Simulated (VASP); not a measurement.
# LiH (rocksalt type) (Fm-3m) in VASP: electric field gradients with r2SCAN

Aim: the electric field gradients of LiH (rocksalt type) with r2SCAN.

Program: VASP 6.6.1. These are calculated values, not measurements. Logs are shortened: lines on timing, memory, paths and dates and some standing lists are left out, and cuts for length are marked.

### Step 1. The cell of the first run

It takes space group Fm-3m (No. 225, cubic). The conventional cell has a = 3.967 Å, b = 3.967 Å, c = 3.967 Å, α = 90.00°, β = 90.00°, γ = 90.00°. Within 2.6 Å of Li (site symmetry m-3m) lie 6 H at 1.98 Å. Within 2.6 Å of H (site symmetry m-3m) lie 6 Li at 1.98 Å.

### Step 2. Electric field gradients, r2SCAN

Contents of POSCAR:

```
LiH
1.0
    0.0000000000      1.9832537454      1.9832537454
    1.9832537454      0.0000000000      1.9832537454
    1.9832537454      1.9832537454      0.0000000000
Li H
1 1
Direct
    0.0000000000      0.0000000000      0.0000000000
    0.5000000000      0.5000000000      0.5000000000
```

Contents of INCAR.step1:

```
PREC     = Accurate       # precision mode
ENCUT    = 520            # plane-wave cutoff, eV
ISMEAR   = -1             # smearing method
SIGMA    = 0.08           # smearing width, eV
LREAL    = False          # projectors in reciprocal space
LASPH    = True           # aspherical terms in the spheres
NELM     = 60             # most SCF steps
ISYM     = 0            
NBANDS   = 9              # bands
GGA      = PE             # functional
ALGO     = Normal         # electronic algorithm
EDIFF    = 1E-4           # SCF threshold, eV
LWAVE    = True           # write WAVECAR
LCHARG   = False          # write CHGCAR
```

Contents of INCAR.step2:

```
PREC     = Accurate       # precision mode
ENCUT    = 520            # plane-wave cutoff, eV
EDIFF    = 1E-8           # SCF threshold, eV
ISMEAR   = -1             # smearing method
SIGMA    = 0.08           # smearing width, eV
LREAL    = False          # projectors in reciprocal space
LASPH    = True           # aspherical terms in the spheres
NELM     = 60             # most SCF steps
ALGO     = Normal         # electronic algorithm
ISIF     = 2              # what is computed and relaxed
LWAVE    = False          # write WAVECAR
LCHARG   = False          # write CHGCAR
METAGGA  = R2SCAN         # meta-GGA
LMIXTAU  = True         
LEFG     = True         
ISYM     = 0            
NBANDS   = 9              # bands
ISTART   = 1
```

Contents of KPOINTS:

```
regular mesh
0
Gamma
  14 14 14
```

Potentials or basis: VASP PAW PBE potentials, release 64 (Li_sv, H).

Run with:

```bash
> cat potpaw_PBE.64/Li_sv/POTCAR potpaw_PBE.64/H/POTCAR > POTCAR
> cp INCAR.step1 INCAR
> mpirun -np 1 vasp_std > vasp.out
> cp INCAR.step2 INCAR
> mpirun -np 1 vasp_std > vasp.out
```

OUTCAR:

```text
PREC = Accurate
   ENCUT = 520
   EDIFF = 1E-8
   ISMEAR = -1
   LREAL = False
   LASPH = True
   NELM = 60
   ISIF = 2
   METAGGA = R2SCAN
   ISYM = 0
   ISTART = 1

 ion  position               nearest neighbor table
   1  0.000  0.000  0.000-
   2  0.500  0.500  0.500-

IMPORTANT INFORMATION: All symmetrisations will be switched off!
NOSYMM: (Re-)initialisation of all symmetry stuff for point group C_1.

----------------------------------------------------------------------------------------

                                     Primitive cell

  volume of cell :      15.6014

  direct lattice vectors                    reciprocal lattice vectors
     0.000000000  1.983253745  1.983253745    -0.252110957  0.252110957  0.252110957
     1.983253745  0.000000000  1.983253745     0.252110957 -0.252110957  0.252110957
     1.983253745  1.983253745  0.000000000     0.252110957  0.252110957 -0.252110957

  length of vectors
     2.804744344  2.804744344  2.804744344     0.436668987  0.436668987  0.436668987

  position of ions in fractional coordinates (direct lattice)
     0.000000000  0.000000000  0.000000000
     0.500000000  0.500000000  0.500000000

  ion indices of the primitive-cell ions
   primitive index   ion index
                 1           1
                 2           2

----------------------------------------------------------------------------------------

 KPOINTS: regular mesh

Automatic generation of k-mesh.
 Grid dimensions read from file:
 generate k-points for:   14   14   14

 Generating k-lattice:

  Cartesian coordinates                     Fractional coordinates (reciprocal lattice)
    -0.018007926  0.018007926  0.018007926     0.071428571  0.000000000  0.000000000
     0.018007926 -0.018007926  0.018007926     0.000000000  0.071428571  0.000000000
     0.018007926  0.018007926 -0.018007926     0.000000000  0.000000000  0.071428571

  Length of vectors
     0.031190642  0.031190642  0.031190642

  Shift w.r.t. Gamma in fractional coordinates (k-lattice)
     0.000000000  0.000000000  0.000000000

 Subroutine IBZKPT returns following result:
 ===========================================
[... 91 lines left out ...]
  ---------------------------------------------------
  free energy    TOTEN  =        -6.81636019 eV

  energy without entropy =       -6.81636019  energy(sigma->0) =       -6.81636019

 E-fermi :   1.7472     XC(G=0):  -8.9344

 val. band max:       -0.0397712877   @ k =   0.5000   0.0000   0.5000
 cond. band min:       3.5233941136   @ k =   0.5000   0.0000   0.5000
 fundamental gap:      3.5631654013
 Fermi energy:         1.7471515916

 k-point     1 :       0.0000    0.0000    0.0000
  band No.  band energies     occupation
      1     -45.7427      2.00000
      2      -5.6068      2.00000
      3      18.0293      0.00000
      4      19.7050      0.00000
      5      19.7050      0.00000
      6      19.7055      0.00000
      7      24.1828      0.00000
      8      24.1828      0.00000
      9      24.1830      0.00000
[... 265 lines left out ...]
 k-point    24 :       0.0000    0.0000    0.4286
  band No.  band energies     occupation
      1     -45.6947      2.00000
      2      -3.0033      2.00000
      3       6.2246      0.00000
      4      15.3231      0.00000
      5      18.2980      0.00000
      6      18.2985      0.00000
      7      20.5220      0.00000
      8      20.5221      0.00000
      9      29.3105      0.00000

 [... further k-points ...]

------------------------ aborting loop because EDIFF is reached ----------------------------------------

  FORCE on cell =-STRESS in cart. coord.  units (eV):
  Direction    XX          YY          ZZ          XY          YZ          ZX
  --------------------------------------------------------------------------------------
  -------------------------------------------------------------------------------------
  Total        0.0593415      0.0593415      0.0593415      0.0003146      0.0003146      0.0003146
  in kB        6.0940291      6.0940285      6.0940284      0.0323066      0.0323069      0.0323066
  external PRESSURE =       6.0940287 kB  Pullay stress =       0.0000000 kB

 VOLUME and BASIS-vectors are now :
 -----------------------------------------------------------------------------
  energy-cutoff  :      520.00
  volume of cell :       15.60
      direct lattice vectors                 reciprocal lattice vectors
     0.000000000  1.983253745  1.983253745    -0.252110957  0.252110957  0.252110957
     1.983253745  0.000000000  1.983253745     0.252110957 -0.252110957  0.252110957
     1.983253745  1.983253745  0.000000000     0.252110957  0.252110957 -0.252110957

 POSITION                                       TOTAL-FORCE (eV/Angst)
 -----------------------------------------------------------------------------------
      0.00000      0.00000      0.00000         0.000000     -0.000000     -0.000000
      1.98325      1.98325      1.98325        -0.000000      0.000000      0.000000
 -----------------------------------------------------------------------------------
    total drift:                                0.000000     -0.000000     -0.000000

  FREE ENERGIE OF THE ION-ELECTRON SYSTEM (eV)
  ---------------------------------------------------
  free  energy   TOTEN  =        -6.8163601924 eV

  energy  without entropy=       -6.8163601924  energy(sigma->0) =       -6.81636019

 Electric field gradients (V/A^2)
---------------------------------------------------------------------
 ion       V_xx      V_yy      V_zz      V_xy      V_xz      V_yz
---------------------------------------------------------------------
   1       0.000     0.000    -0.000     0.001     0.001     0.001
   2       0.000    -0.000    -0.000     0.000     0.000     0.000
---------------------------------------------------------------------

 Electric field gradients after diagonalization (V/A^2)
 (convention: |V_zz| > |V_xx| > |V_yy|)
----------------------------------------------------------------------
 ion       V_xx      V_yy      V_zz     asymmetry (V_yy - V_xx)/ V_zz
----------------------------------------------------------------------
   1      -0.001    -0.001     0.002       0.000
   2      -0.000    -0.000     0.000       0.000
----------------------------------------------------------------------

           NMR quadrupolar parameters

 Cq : quadrupolar parameter    Cq=e*Q*V_zz/h
 eta: asymmetry parameters     (V_yy - V_xx)/ V_zz
 Q  : nuclear electric quadrupole moment in mb (millibarn)
----------------------------------------------------------------------
 ion       Cq(MHz)       eta       Q (mb)
----------------------------------------------------------------------
   1       0.000       0.000       1.000
   2       0.000       0.000       1.000
----------------------------------------------------------------------
```

OUTCAR.step1:

```text
PREC = Accurate
   ENCUT = 520
   ISMEAR = -1
   LREAL = False
   LASPH = True
[... 472 lines left out ...]
      0.00000      0.00000      0.00000        -0.000001     -0.000003      0.000001
      1.98325      1.98325      1.98325         0.000001      0.000003     -0.000001
 -----------------------------------------------------------------------------------
    total drift:                                0.000000     -0.000009      0.000005

  FREE ENERGIE OF THE ION-ELECTRON SYSTEM (eV)
  ---------------------------------------------------
  free  energy   TOTEN  =        -6.1253556462 eV

  energy  without entropy=       -6.1253556461  energy(sigma->0) =       -6.12535565
```

Wall time 8.8 min (1 thread of Intel Xeon Platinum 8559C (Emerald Rapids), shared host); peak memory 0.29 GiB.

What came out:

```
Free energy                             : -6.8164 eV
Band gap on the k mesh                  : 3.56 eV
Largest electric field gradient by atom : under 0.05 V/Å² on every atom
```

Levels at points of the mesh, in eV from the valence-band top:
| k point | band 1 | band 2 | band 3 | band 4 | band 5 | band 6 |
| --- | --- | --- | --- | --- | --- | --- |
| (0.00, 0.00, 0.00) | -45.70 | -5.57 | 18.07 | 19.74 | 19.74 | 19.75 |
| (0.50, 0.00, 0.00) | -45.65 | -2.73 | 5.76 | 15.23 | 18.47 | 18.47 |
| (0.00, 0.50, 0.00) | -45.65 | -2.73 | 5.76 | 15.23 | 18.47 | 18.47 |
| (0.00, 0.00, 0.50) | -45.65 | -2.73 | 5.76 | 15.23 | 18.47 | 18.47 |
| (0.50, 0.50, 0.50) | -45.65 | -2.73 | 5.76 | 15.23 | 18.47 | 18.47 |
| (0.50, 0.50, 0.00) | -45.64 | 0.00 | 3.56 | 11.91 | 11.91 | 15.25 |
| (0.00, 0.50, 0.50) | -45.64 | 0.00 | 3.56 | 11.91 | 11.91 | 15.25 |
| (0.50, 0.00, 0.50) | -45.64 | 0.00 | 3.56 | 11.91 | 11.91 | 15.25 |

Caveat: the cutoff is under 1.25 times the usual one of these potentials, so pressure, stress and relaxed cells hold a basis-set (Pulay) error; the PAW data sets were made with another functional, which shifts forces and pressure a little. A k mesh can miss the band edges.
